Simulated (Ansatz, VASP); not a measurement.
**NaI: VASP beside Ansatz**

```
Na I
1.0
    -0.03236    3.22022    3.22022
     3.22022   -0.03236    3.22022
     3.22022    3.22022   -0.03236
Na I
1 1
Direct
  0.00000 0.00000 0.00000
  0.50000 0.50000 0.50000
```

Change from the starting cell: equal xy, yz and zx shear strains of -1 %.

Alike in both runs: task single point; functional LDA; k mesh 8 × 8 × 8; occupations fermi-dirac, width 0.02 eV; no spin polarisation.

```csv
,VASP,Ansatz
version,VASP 6.6.1,Ansatz 0.2.0
potentials or method,"VASP PAW LDA potentials, release 64 (Na_pv, I), cutoff 520 eV","all-electron LAPW, scalar-relativistic"
```

```tsv
	VASP	Ansatz	Ansatz less VASP
gap on the k mesh at the Fermi level (eV)	3.30	3.29	-0.013
pressure (GPa)	-1.6	-1.6	-0.02
traceless stress, the component that is largest in VASP (GPa)	0.07	0.07	0.000
```

LDA's correlation is that of Perdew and Zunger in VASP and of Perdew and Wang (1992) in Ansatz. Ansatz ran all-electron here, and VASP with PAW potentials.

Spin-orbit coupling is off throughout.
